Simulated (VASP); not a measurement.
La:

```
CELL_PARAMETERS angstrom
3.79631 0.00000 0.00000
-1.89816 3.28770 0.00000
0.00000 0.00000 12.04126
ATOMIC_POSITIONS crystal
La 0.00000 0.00000 0.00000
La 0.00000 0.00000 0.50000
La 0.33333 0.66667 0.25000
La 0.66667 0.33333 0.75000
```

```yaml
Program: VASP 6.6.1
Task: relaxation of cell and atoms
Functional: LDA
Potentials_or_basis: VASP PAW LDA potentials, release 64 (La)
Cutoff: 600 eV
k_mesh: 12 × 12 × 4
Occupations: gaussian, width 0.1 eV
Spin: no spin polarisation
```

At the start: pressure -3.7 GPa; volume 37.57 Å³/atom.

Task: How do energy, volume and symmetry change on relaxing?

Result: Over 19 steps the energy falls by 69.8 meV/atom and the volume is 32.12 Å³/atom (-14.5 %); space group P6_3/mmc (No. 194, to 0.1 Å) before and after.

Step by step:
| step | energy change (eV) | largest force (eV/Å) | pressure (GPa) | volume (Å³) |
| --- | --- | --- | --- | --- |
| 1 | 0.0000 | 0.0000 | -3.73 | 150.29 |
| 2 | -0.2704 | 0.0000 | -0.71 | 132.06 |
| 3 | -0.2788 | 0.0000 | -0.12 | 129.13 |
| 4 | -0.2790 | 0.0000 | 0.01 | 128.50 |
| 5 | -0.2793 | 0.0000 | 0.02 | 128.52 |
| 6 | -0.2794 | 0.0000 | -0.02 | 128.53 |
| 7 | -0.2794 | 0.0000 | -0.01 | 128.53 |
| 8 | -0.2794 | 0.0000 | -0.03 | 128.53 |
| 9 | -0.2793 | 0.0000 | 0.02 | 128.40 |
| 10 | -0.2794 | 0.0000 | 0.04 | 128.46 |
| 11 | -0.2794 | 0.0000 | -0.03 | 128.49 |
| 12 | -0.2794 | 0.0000 | 0.04 | 128.48 |
| 13 | -0.2794 | 0.0000 | 0.02 | 128.49 |
| 14 | -0.2794 | 0.0000 | 0.01 | 128.49 |
| 15 | -0.2794 | 0.0000 | 0.02 | 128.49 |
| 16 | -0.2794 | 0.0000 | -0.01 | 128.49 |
| 17 | -0.2793 | 0.0000 | 0.03 | 128.42 |
| 18 | -0.2794 | 0.0000 | 0.05 | 128.47 |
| 19 | -0.2794 | 0.0000 | 0.00 | 128.48 |

Final structure:
```yaml
crystal:
  lattice:
    - [3.58810, 0.00000, 0.00000]
    - [-1.79405, 3.10738, 0.00000]
    - [0.00000, 0.00000, 11.52362]
  atoms:
    - { symbol: La, position: [0.00000, 0.00000, 0.00000] }
    - { symbol: La, position: [0.00000, 0.00000, 0.50000] }
    - { symbol: La, position: [0.33333, 0.66667, 0.25000] }
    - { symbol: La, position: [0.66667, 0.33333, 0.75000] }
```
